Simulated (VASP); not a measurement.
Runs of VASP 6.6.1 on Ca. The structure is that of space group P6_3/mmc (No. 194), or close to it. The cells are those of the table. 

```csv
task,level,potentials or basis,cell,k mesh,smearing,gap on the mesh (eV),pressure (GPa)
relaxation of the atoms,PBE,"VASP PAW PBE potentials, release 64 (Ca_sv)","atoms relaxed from a = 3.980, b = 3.980, c = 6.650 Å, angles 90.0, 90.0, 120.0°, 2 atoms",8 × 8 × 4,fermi-dirac 0.05 eV,none,-1.1
single point,RPBE,"VASP PAW PBE potentials, release 64 (Ca_sv)","a = 3.980, b = 3.980, c = 6.520 Å, angles 90.0, 90.0, 120.0°, 2 atoms",8 × 8 × 4,fermi-dirac 0.05 eV,none,0.0
single point,LDA,"VASP PAW LDA potentials, release 64 (Ca_sv)","a = 3.980, b = 3.980, c = 6.520 Å, angles 90.0, 90.0, 120.0°, 2 atoms",8 × 8 × 4,fermi-dirac 0.05 eV,none,-2.3
single point,PBE,"VASP PAW PBE potentials, release 64 (Ca_sv)","a = 3.980, b = 3.980, c = 6.520 Å, angles 90.0, 90.0, 120.0°, 2 atoms",5 × 5 × 2,fermi-dirac 0.05 eV,none,(a)
single point,PBEsol,"VASP PAW PBE potentials, release 64 (Ca_sv)","a = 3.980, b = 3.980, c = 6.520 Å, angles 90.0, 90.0, 120.0°, 2 atoms",5 × 5 × 3,fermi-dirac 0.05 eV,none,-1.4
single point,PBE,"VASP PAW PBE potentials, release 64 (Ca_sv)","a = 4.032, b = 4.032, c = 6.606 Å, angles 90.0, 90.0, 120.0°, 2 atoms",8 × 8 × 4,fermi-dirac 0.05 eV,none,-1.4
single point,PBEsol,"VASP PAW PBE potentials, release 64 (Ca_sv)","a = 3.980, b = 3.980, c = 6.520 Å, angles 90.0, 90.0, 120.0°, 2 atoms",8 × 8 × 4,fermi-dirac 0.05 eV,none,-1.4
single point,RPBE,"VASP PAW PBE potentials, release 64 (Ca_sv)","a = 3.980, b = 3.980, c = 6.520 Å, angles 90.0, 90.0, 120.0°, 2 atoms",8 × 8 × 4,gaussian 0.1 eV,none,0.0
```

Alike in all rows: no spin polarisation; cutoff (eV) 520.

Task: Estimate the missing entries.

Result: (a) -0.8.

Caveats: some runs use coarse meshes; the PAW data sets were made with another functional, which shifts forces and pressure a little (some runs); the relaxation stopped at its first step, so nothing moved (some runs).

A gap of «none» marks levels without a gap at the run's occupations.
